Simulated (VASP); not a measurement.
Al2Cu, 3 atoms in the cell. The structure is tetragonal, space group P4/mmm (No. 123). The conventional cell has a = 4.105 Å, b = 4.105 Å, c = 2.891 Å, α = 90.00°, β = 90.00°, γ = 90.00°. Al (site symmetry mmm) has 4 Cu at 2.51 Å and 6 Al at 2.89 to 2.90 Å within 3.3 Å. Cu (site symmetry 4/mmm) has 8 Al at 2.51 Å and 2 Cu at 2.89 Å within 3.3 Å. 

```yaml
Program: VASP 6.6.1
Task: single point
Functional: r2SCAN
Potentials_or_basis: VASP PAW PBE potentials, release 64 (Al, Cu)
Cutoff: 520 eV
k_mesh: 10 × 10 × 14
Occupations: gaussian, width 0.1 eV
Spin: no spin polarisation
Dipole_correction: no
Further_INCAR_settings: ALGO = Normal; EDIFF = 1e-06; NBANDS = 16
```

Potentials or basis: VASP PAW PBE potentials, release 64 (Al, Cu).

Launch:

```bash
$ cat potpaw_PBE.64/Al/POTCAR potpaw_PBE.64/Cu/POTCAR > POTCAR
$ cp INCAR.step1 INCAR
$ mpirun -np 1 vasp_std > vasp.out
$ cp INCAR.step2 INCAR
$ mpirun -np 1 vasp_std > vasp.out
```

Hardware: 1 thread of Intel Xeon 6975P-C (shared host).

**Question.** Estimate the wall time of this run.

**Answer.** Wall time 3.5 min on 1 thread of Intel Xeon 6975P-C, on a shared host, peak memory 0.26 GiB. Counts: k points 168.
